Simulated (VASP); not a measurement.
Write the native input for VASP 6.6.1 that does the following.

| Property | Result |
| --- | --- |
| Task | relaxation of cell and atoms |
| Functional | PBE |
| Dispersion | D3(BJ) |
| Potentials or basis | VASP PAW PBE potentials, release 64 (In_d, P) |
| Cutoff | 600 eV |
| k mesh | 10 × 10 × 10 |
| Occupations | gaussian, width 0.02 eV |
| Spin | no spin polarisation |
| Dipole correction | no |
| Further INCAR settings | ALGO = Normal; EDIFF = 1e-07; IBRION = 2; EDIFFG = -0.002; NSW = 100; ISIF = 3 |

The structure of InP (d3) lies in POSCAR:

```
InP
1.0
    0.0000000000      2.9519763900      2.9519763900
    2.9519763900      0.0000000000      2.9519763900
    2.9519763900      2.9519763900      0.0000000000
In P
1 1
Direct
    0.0000000000      0.0000000000      0.0000000000
    0.7500000000      0.7500000000      0.7500000000
```

These files were run (other wordings do the same):

INCAR

```
SYSTEM = InP
PREC     = Accurate       ! precision mode
ENCUT    = 600            ! plane-wave cutoff, eV
EDIFF    = 1E-7           ! SCF threshold, eV
ISMEAR   = 0              ! smearing method
SIGMA    = 0.02           ! smearing width, eV
LREAL    = .False.        ! projectors in reciprocal space
LASPH    = .True.         ! aspherical terms in the spheres
NELM     = 80             ! most SCF steps
ALGO     = Normal         ! electronic algorithm
ISIF     = 3              ! what is computed and relaxed
LWAVE    = .False.        ! write WAVECAR
LCHARG   = .False.        ! write CHGCAR
GGA      = PE             ! functional
IVDW     = 12             ! dispersion correction
IBRION   = 2              ! ionic algorithm
NSW      = 100            ! ionic steps
EDIFFG   = -0.002         ! ionic threshold
```

KPOINTS

```
regular mesh
0
Gamma
  10 10 10
  0 0 0
```

Potentials or basis: VASP PAW PBE potentials, release 64 (In_d, P).

Run with:

```sh
$ cat potpaw_PBE.64/In_d/POTCAR potpaw_PBE.64/P/POTCAR > POTCAR
$ mpirun -np 1 vasp_std > vasp.out
```

Results of the run:

* Relaxed volume: 25.58 Å³/atom
* Relaxed cell: a = 4.167 Å, b = 4.167 Å, c = 4.167 Å, α = 60.00°, β = 60.00°, γ = 60.00°
* Space group after relaxing (to 0.05 Å): F-43m (No. 216)
* Energy gained by relaxing: 0.2 meV/atom
* Ionic steps: 3
* Pressure after relaxing: 0.0 GPa
* Band gap on the k mesh: 0.62 eV, direct
* Dispersion energy per atom: -0.308 eV

Caveat: spin-orbit coupling is left out, which moves the levels of the heavy elements.

It took 62 s on 1 thread of Intel(R) Xeon(R) 6975P-C (Granite Rapids), on a shared host, peak memory 0.24 GiB.
